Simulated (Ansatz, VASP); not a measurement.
**One calculation of Ta5O, two programs**

```xyz
6
Lattice="3.2805 0.0000 0.0000 0.0000 3.2805 0.0000 0.0000 0.0000 25.5610" Properties=species:S:1:pos:R:3 pbc="T T T"
Ta    1.6403    1.6403    8.5000
Ta    0.0000    0.0000   10.1403
Ta    1.6403    1.6403   11.7872
Ta    0.0000    0.0000   13.4537
Ta    1.6403    1.6403   14.8640
O     2.7338    3.2805   17.6264
```

Alike in both runs: task single point; functional PBEsol; k mesh 9 × 9 × 1; occupations gaussian, width 0.1 eV; no spin polarisation.

|  | VASP | Ansatz |
| --- | --- | --- |
| version | VASP 6.6.1 | Ansatz 0.2.0 |
| potentials or method | VASP PAW PBE potentials, release 64 (Ta_pv, O), cutoff 520 eV | scalar-relativistic, plane waves, PAW |
| valence electrons in the cell | 61 | 71 |

VASP gave:

* gap on the k mesh at the Fermi level (eV): none
* rms of the force components (eV/Å): 0.885

What did Ansatz give for the same quantities?

gap on the k mesh at the Fermi level (eV): none; rms of the force components (eV/Å): 0.884.

VASP's potentials were made for PBE, not for PBEsol. Atom by atom the forces differ by 0.003 eV/Å (rms over components). A gap of «none» marks a metal or a gap that the smearing closes. VASP's potentials hold 61 valence electrons a cell and Ansatz's 71, so a difference there can come from the potentials and not from the codes. Ansatz's warnings: xc potential rough in thin density.

Spin-orbit coupling is off throughout.
